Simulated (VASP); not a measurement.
A run of VASP 6.6.1:

INCAR

```
PREC = Accurate
ENCUT = 600
EDIFF = 1E-7
ISMEAR = 0
SIGMA = 0.1
LREAL = False
LASPH = True
NELM = 150
ALGO = Normal
ISIF = 3
LWAVE = False
LCHARG = False
ISPIN = 2
MAGMOM = 3 3 3 0 0 0 0 2
LORBIT = 11
LMAXMIX = 4
GGA = PE
IBRION = 2
NSW = 90
EDIFFG = -0.04
```

The input KPOINTS:

```
Automatic mesh
0
Gamma
  4 4 4
```

Contents of POSCAR:

```
Co3Si4Ni
1.0
    3.3062073400      1.9088397000      2.6995069900
   -3.3062073400      1.9088397000      2.6995069900
    0.0000000000     -3.8176794000      2.6995069900
Co Si Ni
3 4 1
Direct
    0.6399999900      0.1399999900      0.8600000100
    0.8600000100      0.6399999900      0.1399999900
    0.1399999900      0.8600000100      0.6399999900
    0.3429999900      0.8429999900      0.1570000100
    0.6570000100      0.6570000100      0.6570000100
    0.1570000100      0.3429999900      0.8429999900
    0.8429999900      0.1570000100      0.3429999900
    0.3600000100      0.3600000100      0.3600000100
```

Potentials or basis: VASP PAW PBE potentials, release 64 (Co, Si, Ni).

Command:

```console
$ cat potpaw_PBE.64/Co/POTCAR potpaw_PBE.64/Si/POTCAR potpaw_PBE.64/Ni/POTCAR > POTCAR
$ mpirun -np 1 vasp_std > vasp.out
```

Hardware: 1 thread of AMD EPYC 9R45 96-Core Processor (Zen 5) (shared host).

Task: How long does it take, and how much memory?

Result: It took 9.8 min on 1 thread of AMD EPYC 9R45 96-Core Processor (Zen 5), with other jobs on the host, peak memory 0.32 GiB. Counts: scf iterations 120, k points 14, ion steps 10.
